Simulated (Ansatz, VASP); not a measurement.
# One calculation of In, two programs

Contents of INCAR:

```
SYSTEM = In
AGGAC = 1.0 ; AGGAX = 1.0
ALDAC = 0.0 ; ALDAX = 1.0
ALGO = Normal ; EDIFF = 1E-6
ENCUT = 520 ; GGA = B5
ISIF = 2 ; ISMEAR = -1
LASPH = .True. ; LCHARG = .False.
LREAL = .False. ; LWAVE = .False.
NBANDS = 20 ; NELM = 60
PREC = Accurate ; SIGMA = 0.1
```

KPOINTS

```
k-points
0
Gamma
  9 9 9
  0 0 0
```

File POSCAR:

```
In
1.0
    0.0000000000      3.3516161972      3.3516161972
    3.3516161972      0.0000000000      3.3516161972
    3.3516161972      3.3516161972      0.0000000000
In
2
Direct
    0.1250000000      0.1250000000      0.1250000000
    0.8750000000      0.8750000000      0.8750000000
```

Input for Ansatz:

```yaml
crystal:
  lattice:
    - [0.0, 3.3516161972, 3.3516161972]
    - [3.3516161972, 0.0, 3.3516161972]
    - [3.3516161972, 3.3516161972, 0.0]
  atoms:
    - { symbol: In, position: [0.125, 0.125, 0.125] }
    - { symbol: In, position: [0.875, 0.875, 0.875] }
hamiltonian:
  xc: blyp
  pseudopotentials:
    kind: paw
    azcp:
      In: "pseudopotentials/In.paw.azcp"
basis:
  ecutwfc: 420
  fft_grid_basis: typed
kpoints:
  mp_grid: { grid: [9, 9, 9], shift: [0, 0, 0] }
magnetization:
  spin_polarized: false
scf:
  occupations: { method: fermi_dirac, width: 0.1 }
  lower_state_search: "off"
output:
  stress: true
```

Alike in both runs: task single point; functional BLYP; k mesh 9 × 9 × 9; occupations fermi-dirac, width 0.1 eV; no spin polarisation.

|  | VASP | Ansatz |
| --- | --- | --- |
| version | VASP 6.6.1 | Ansatz 0.2.0 |
| potentials or method | VASP PAW PBE potentials, release 64 (In_d), cutoff 520 eV | plane waves (420 eV) with PAW, scalar-relativistic |
| valence electrons in the cell | 26 | 26 |

```tsv
	VASP	Ansatz	Ansatz less VASP
pressure (GPa)	2.3	2.3	0.00
```

VASP's potentials were made for PBE, not for BLYP.
